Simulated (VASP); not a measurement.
# B7As7H18 in VASP: single point with PBE

Aim: the single point of B7As7H18 with PBE.

Program: VASP 6.6.1. These are calculated values, not measurements. Logs are shortened: lines on timing, memory, paths and dates and some standing lists are left out, and cuts for length are marked.

### Step 1. The cell of the first run

The cell holds a wire or tube with vacuum around it, 32 atoms: a = 15.500 Å, b = 15.200 Å, c = 8.333 Å, α = 90.00°, β = 90.00°, γ = 90.00°.

### Step 2. Single point, PBE

The input, INCAR:

```
  PREC = Accurate
  ENCUT = 420
  EDIFF = 1E-6
  ISMEAR = 0
  SIGMA = 0.05
  LREAL = Auto
  LASPH = True
  NELM = 120
  ALGO = Normal
  ISIF = 2
  LWAVE = False
  LCHARG = False
  GGA = PE
  NBANDS = 94
  GGA_COMPAT = False
```

The input, KPOINTS:

```
regular mesh
0
Gamma
  1 1 4
```

The input, POSCAR:

```
B7As7H18
1.0
   15.5000000000      0.0000000000      0.0000000000
    0.0000000000     15.2000000000      0.0000000000
    0.0000000000      0.0000000000      8.3334638526
B As H
7 7 18
Direct
    0.4899611682      0.5000000000     -0.0091284425
    0.3624009845      0.5000000000      0.3367794914
    0.6185868333      0.5000000000      0.6726118097
    0.5537440774      0.3873472403      0.3367799617
    0.4256554290      0.6135898374      0.6726121038
    0.5537440774      0.6126527597      0.3367799617
    0.4256554290      0.3864101626      0.6726121038
    0.5510744638      0.6079400698      0.0903237185
    0.4284114216      0.3912862312      0.4241951168
    0.5510744638      0.3920599302      0.0903237185
    0.4284114216      0.6087137688      0.4241951168
    0.3677338987      0.5000000000      0.0903217554
    0.6130653197      0.5000000000      0.4241937023
    0.4899641884      0.5000000000      0.7431667163
    0.5106675752      0.6890929463      0.0160860453
    0.6401978861      0.6128348270      0.0160843241
    0.3830217054      0.3111152645      0.3534742347
    0.2883626691      0.5000000000      0.3802800594
    0.6538938999      0.4325321481      0.7129341412
    0.6538938999      0.5674678519      0.7129341412
    0.5106675752      0.3109070537      0.0160860453
    0.6401978861      0.3871651730      0.0160843241
    0.3830217054      0.6888847355      0.3534742347
    0.5907638565      0.3219621581      0.3802771625
    0.3507051515      0.6110376573      0.7129394429
    0.4653031338      0.6785020650      0.7129311842
    0.3190183622      0.4237393693      0.0160833729
    0.3190183622      0.5762606307      0.0160833729
    0.7038476750      0.5000000000      0.3534732610
    0.5907638565      0.6780378419      0.3802771625
    0.3507051515      0.3889623427      0.7129394429
    0.4653031338      0.3214979350      0.7129311842
```

Potentials or basis: VASP PAW PBE potentials, release 64 (B, As_d, H).

Command:

```
cat potpaw_PBE.64/B/POTCAR potpaw_PBE.64/As_d/POTCAR potpaw_PBE.64/H/POTCAR > POTCAR
mpirun -np 1 vasp_std > vasp.out
```

OUTCAR:

```text
PREC = Accurate
   ENCUT = 420
   EDIFF = 1E-6
   ISMEAR = 0
   LREAL = Auto
   LASPH = True
   NELM = 120
   ISIF = 2
   GGA = PE

 ion  position               nearest neighbor table
   1  0.490  0.500  0.991-  14 2.06  10 2.07   8 2.07  12 2.07
   2  0.362  0.500  0.337-  18 1.20  12 2.06   9 2.08  11 2.08
   3  0.619  0.500  0.673-  19 1.21  20 1.21  13 2.07  14 2.08
   4  0.554  0.387  0.337-  24 1.20  10 2.06  13 2.08   9 2.08
   5  0.426  0.614  0.673-  25 1.21  26 1.21  11 2.07  14 2.08
   6  0.554  0.613  0.337-  30 1.20   8 2.06  13 2.08  11 2.08
   7  0.426  0.386  0.673-  31 1.21  32 1.21   9 2.07  14 2.08
   8  0.551  0.608  0.090-  15 1.52  16 1.52   6 2.06   1 2.07
   9  0.428  0.391  0.424-  17 1.53   7 2.07   2 2.08   4 2.08
  10  0.551  0.392  0.090-  21 1.52  22 1.52   4 2.06   1 2.07
  11  0.428  0.609  0.424-  23 1.53   5 2.07   2 2.08   6 2.08
  12  0.368  0.500  0.090-  27 1.52  28 1.52   2 2.06   1 2.07
  13  0.613  0.500  0.424-  29 1.53   3 2.07   6 2.08   4 2.08
  14  0.490  0.500  0.743-   1 2.06   5 2.08   7 2.08   3 2.08
  15  0.511  0.689  0.016-   8 1.52
  16  0.640  0.613  0.016-   8 1.52
  17  0.383  0.311  0.353-   9 1.53
  18  0.288  0.500  0.380-   2 1.20
  19  0.654  0.433  0.713-   3 1.21
  20  0.654  0.567  0.713-   3 1.21
[... 10 lines left out ...]
  31  0.351  0.389  0.713-   7 1.21
  32  0.465  0.321  0.713-   7 1.21

  LATTYP: Found a simple orthorhombic cell.
 ALAT       =     8.3334638526
 B/A-ratio  =     1.8239714324
 C/A-ratio  =     1.8599708686

  Lattice vectors:

 A1 = (   0.0000000000,   0.0000000000,  -8.3334638526)
 A2 = (   0.0000000000,  15.2000000000,   0.0000000000)
 A3 = (  15.5000000000,   0.0000000000,   0.0000000000)

Analysis of symmetry for initial positions (statically):
=====================================================================
 Subroutine PRICEL returns:
 Original cell was already a primitive cell.

 Routine SETGRP: Setting up the symmetry group for a
 simple orthorhombic supercell.

 Subroutine GETGRP returns: Found  2 space group operations
 (whereof  2 operations were pure point group operations)
 out of a pool of  8 trial point group operations.

The static configuration has the point symmetry C_1h.

Analysis of symmetry for dynamics (positions and initial velocities):
=====================================================================
 Subroutine PRICEL returns:
 Original cell was already a primitive cell.

 Routine SETGRP: Setting up the symmetry group for a
 simple orthorhombic supercell.

 Subroutine GETGRP returns: Found  2 space group operations
 (whereof  2 operations were pure point group operations)
 out of a pool of  8 trial point group operations.

The dynamic configuration has the point symmetry C_1h.

 Subroutine INISYM returns: Found  2 space group operations
 (whereof  2 operations are pure point group operations),
 and found     1 'primitive' translations

----------------------------------------------------------------------------------------

                                     Primitive cell

  volume of cell :    1963.3641

  direct lattice vectors                    reciprocal lattice vectors
    15.500000000  0.000000000  0.000000000     0.064516129  0.000000000  0.000000000
     0.000000000 15.200000000  0.000000000     0.000000000  0.065789474  0.000000000
     0.000000000  0.000000000  8.333463853     0.000000000  0.000000000  0.119998121

  length of vectors
    15.500000000 15.200000000  8.333463853     0.064516129  0.065789474  0.119998121

  position of ions in fractional coordinates (direct lattice)
     0.489961168  0.500000000  0.990871558
     0.362400984  0.500000000  0.336779491
     0.618586833  0.500000000  0.672611810
     0.553744077  0.387347240  0.336779962
     0.425655429  0.613589837  0.672612104
     0.553744077  0.612652760  0.336779962
[... 24 lines left out ...]
     0.350705152  0.388962343  0.712939443
     0.465303134  0.321497935  0.712931184

  ion indices of the primitive-cell ions
   primitive index   ion index
                 1           1
                 2           2
                 3           3
                 4           4
                 5           5
                 6           6
[... 24 lines left out ...]
                31          31
                32          32

----------------------------------------------------------------------------------------

 KPOINTS: regular mesh

Automatic generation of k-mesh.
 Grid dimensions read from file:
 generate k-points for:    1    1    4

 Generating k-lattice:

  Cartesian coordinates                     Fractional coordinates (reciprocal lattice)
     0.064516129  0.000000000  0.000000000     1.000000000  0.000000000  0.000000000
     0.000000000  0.065789474  0.000000000     0.000000000  1.000000000  0.000000000
     0.000000000  0.000000000  0.029999530     0.000000000  0.000000000  0.250000000

  Length of vectors
     0.064516129  0.065789474  0.029999530

  Shift w.r.t. Gamma in fractional coordinates (k-lattice)
     0.000000000  0.000000000  0.000000000

 Subroutine IBZKPT returns following result:
 ===========================================

 Found      3 irreducible k-points:

 Following reciprocal coordinates:
            Coordinates               Weight
  0.000000  0.000000  0.000000      1.000000
  0.000000  0.000000  0.250000      2.000000
  0.000000  0.000000  0.500000      1.000000
   k-points           NKPTS =      3   k-points in BZ     NKDIM =      3   number of bands    NBANDS=     94
   number of dos      NEDOS =    301   number of ions     NIONS =     32
   total plane-waves  NPLWV = 653184
   dimension x,y,z NGX =   108 NGY =  108 NGZ =   56
   dimension x,y,z NGXF=   216 NGYF=  216 NGZF=  112
   ions per type =               7   7  18
   NGX,Y,Z   is equivalent  to a cutoff of  11.58, 11.81, 11.17 a.u.
   NGXF,Y,Z  is equivalent  to a cutoff of  23.17, 23.62, 22.34 a.u.
 SYSTEM =  unknown system
   PREC   = accura    normal or accurate (medium, high low for compatibility)
   ISTART =      0    job   : 0-new  1-cont  2-samecut
   ICHARG =      2    charge: 1-file 2-atom 10-const
   ISPIN  =      1    spin polarized calculation?
   LNONCOLLINEAR =      F non collinear calculations
   LSORBIT =      F    spin-orbit coupling
   LASPH  =      T    aspherical Exc in radial PAW
   ENCUT  =  420.0 eV  30.87 Ry    5.56 a.u.  25.90 25.40 13.93*2*pi/ulx,y,z
   NELM   =    120;   NELMIN=  2; NELMDL= -5     # of ELM steps
   EDIFF  = 0.1E-05   stopping-criterion for ELM
   LREAL  =      T    real-space projection
   EDIFFG = 0.1E-04   stopping-criterion for IOM
   NSW    =      0    number of steps for IOM
   IBRION =     -1    ionic relax: 0-MD 1-quasi-New 2-CG
   NFREE  =      0    steps in history (QN), initial steepest desc. (CG)
   ISIF   =      2    stress and relaxation
   ISYM   =      2    0-nonsym 1-usesym 2-fastsym
   POTIM  = 0.5000    time-step for ionic-motion
   TEBEG  =    0.0;   TEEND  =   0.0 temperature during run
   PSTRESS=    0.0 pullay stress
   NELECT =     144.0000    total number of electrons
   NUPDOWN=      -1.0000    fix difference up-down
   EMIN   =  10.00;   EMAX   =-10.00  energy-range for DOS
   EFERMI =   0.00;   METHOD = LEGACY
   ISMEAR =     0;   SIGMA  =   0.05  broadening in eV -4-tet -1-fermi 0-gaus
   EFERMI_NEDOS =   21; number of points for ismear=-14 and -15
   IALGO  =     38    algorithm
   IMIX   =      4    mixing-type and parameters
     AMIX     =   0.40;   BMIX     =  1.00
     AMIX_MAG =   1.60;   BMIX_MAG =  1.00
  volume/ion in A,a.u.               =      61.36       414.04
  Fermi-wavevector in a.u.,A,eV,Ry     =   0.685271  1.294974  6.389237  0.469596
  Thomas-Fermi vector in A             =   1.765163
   LORBIT       =      0    0 simple, 1 ext, 2 COOP (PROOUT), +10 PAW based schemes
   GGA     = PE    functional components
   LHFCALC =     F    Hartree Fock is set to
   AEXX    =    0.0000 exact exchange contribution
   IVDW    =     0    specifies the selected vdW correction
   LEPSILON=     F    determine dielectric tensor
   LRPA    =     F    only Hartree local field effects (RPA)
 non-spin polarized calculation
 Gauss-broadening in eV      SIGMA  =   0.05
  energy-cutoff  :      420.00
  volume of cell :     1963.36
 maximum number of plane-waves:     38392
 NGX is ok and might be reduce to   108
   NGX = 51   NGY = 51   NGZ = 27

 number of electron     144.0000025 magnetization

 Free energy of the ion-electron system (eV)
  ---------------------------------------------------
  ext. energy  EPLUGINS =         0.00000000
  ---------------------------------------------------
  free energy    TOTEN  =      -140.29663728 eV

  energy without entropy =     -140.29663728  energy(sigma->0) =     -140.29663728

 E-fermi :  -4.5155     XC(G=0):  -2.1997

 val. band max:       -4.7920974524   @ k =   0.0000   0.0000   0.0000
 cond. band min:      -0.8649140182   @ k =   0.0000   0.0000   0.5000
 fundamental gap:      3.9271834342
 Fermi energy:        -4.5154625288

 k-point     1 :       0.0000    0.0000    0.0000
  band No.  band energies     occupation
      1     -39.8726      2.00000
      2     -39.8723      2.00000
      3     -39.8674      2.00000
      4     -39.8462      2.00000
      5     -39.8431      2.00000
      6     -39.8428      2.00000
[... 76 lines left out ...]
     83       0.7644      0.00000
     84       0.7803      0.00000

 k-point     2 :       0.0000    0.0000    0.2500
  band No.  band energies     occupation
      1     -39.8726      2.00000
      2     -39.8723      2.00000
      3     -39.8674      2.00000
      4     -39.8462      2.00000
      5     -39.8431      2.00000
      6     -39.8428      2.00000
[... 76 lines left out ...]
     83       0.8006      0.00000
     84       0.8285      0.00000

 k-point     3 :       0.0000    0.0000    0.5000
  band No.  band energies     occupation
      1     -39.8726      2.00000
      2     -39.8723      2.00000
      3     -39.8674      2.00000
      4     -39.8462      2.00000
      5     -39.8431      2.00000
      6     -39.8428      2.00000
[... 76 lines left out ...]
     83       0.9340      0.00000
     84       1.0252      0.00000
 [bands above 84 left out]

------------------------ aborting loop because EDIFF is reached ----------------------------------------

  FORCE on cell =-STRESS in cart. coord.  units (eV):
  Direction    XX          YY          ZZ          XY          YZ          ZX
  --------------------------------------------------------------------------------------
  -------------------------------------------------------------------------------------
  Total       -1.2162551     -1.2146849     -1.2023562      0.0000000      0.0000000     -0.0052549
  in kB       -0.9925089     -0.9912276     -0.9811669      0.0000000      0.0000000     -0.0042882
  external PRESSURE =      -0.9883011 kB  Pullay stress =       0.0000000 kB

 VOLUME and BASIS-vectors are now :
 -----------------------------------------------------------------------------
  energy-cutoff  :      420.00
  volume of cell :     1963.36
      direct lattice vectors                 reciprocal lattice vectors
    15.500000000  0.000000000  0.000000000     0.064516129  0.000000000  0.000000000
     0.000000000 15.200000000  0.000000000     0.000000000  0.065789474  0.000000000
     0.000000000  0.000000000  8.333463853     0.000000000  0.000000000  0.119998121

 POSITION                                       TOTAL-FORCE (eV/Angst)
 -----------------------------------------------------------------------------------
      7.59440      7.60000      8.25739        -0.000102      0.000000      0.007468
      5.61722      7.60000      2.80654         0.028625      0.000000     -0.009408
      9.58810      7.60000      5.60519        -0.024205      0.000000     -0.023619
      8.58303      5.88768      2.80654        -0.014592      0.025016     -0.009440
      6.59766      9.32657      5.60519         0.011702     -0.020285     -0.023897
      8.58303      9.31232      2.80654        -0.014592     -0.025016     -0.009440
[... 24 lines left out ...]
      5.43593      5.91223      5.94126        -0.018751      0.000603      0.008626
      7.21220      4.88677      5.94119         0.010119     -0.016373      0.008531
 -----------------------------------------------------------------------------------
    total drift:                               -0.000797     -0.000000     -0.026040

  FREE ENERGIE OF THE ION-ELECTRON SYSTEM (eV)
  ---------------------------------------------------
  free  energy   TOTEN  =      -140.2966372841 eV

  energy  without entropy=     -140.2966372841  energy(sigma->0) =     -140.29663728
```

Run time: 57 min. Hardware: 1 thread of AMD EPYC, shared host; peak memory 1.2 GiB.

Results:

```yaml
Free_energy: -140.2966 eV
Largest_force: 0.036 eV/Å
Band_gap_on_the_k_mesh: 3.93 eV (least direct gap 4.08 eV)
```

Forces on the atoms (eV/Å):
```
B    0.000  0.000  0.007
B    0.029  0.000 -0.009
B   -0.024  0.000 -0.024
B   -0.015  0.025 -0.009
B    0.012 -0.020 -0.024
B   -0.015 -0.025 -0.009
B    0.012  0.020 -0.024
As   0.012  0.022 -0.020
As  -0.013 -0.022 -0.013
As   0.012 -0.022 -0.020
As  -0.013  0.022 -0.013
As  -0.021  0.000 -0.017
As   0.022  0.000 -0.015
As   0.002  0.000 -0.013
H    0.013 -0.027  0.015
H   -0.030 -0.002  0.016
H    0.016  0.028  0.015
H   -0.019  0.000  0.005
H    0.009 -0.017  0.008
H    0.009  0.017  0.008
H    0.013  0.027  0.015
H   -0.030  0.002  0.016
H    0.016 -0.028  0.015
H    0.009 -0.016  0.005
H   -0.019 -0.001  0.009
H    0.010  0.016  0.009
H    0.017  0.025  0.016
H    0.017 -0.025  0.016
H   -0.032  0.000  0.015
H    0.009  0.016  0.005
H   -0.019  0.001  0.009
H    0.010 -0.016  0.009
```

Levels at points of the mesh, in eV from the valence-band top:
```
           k point  band 69  band 70  band 71  band 72  band 73  band 74  band 75  band 76
(0.00, 0.00, 0.00)    -0.95    -0.24    -0.24     0.00     4.08     4.09     4.22     4.55
(0.00, 0.00, 0.50)    -0.84    -0.64    -0.23    -0.23     3.93     4.14     4.14     4.20
```
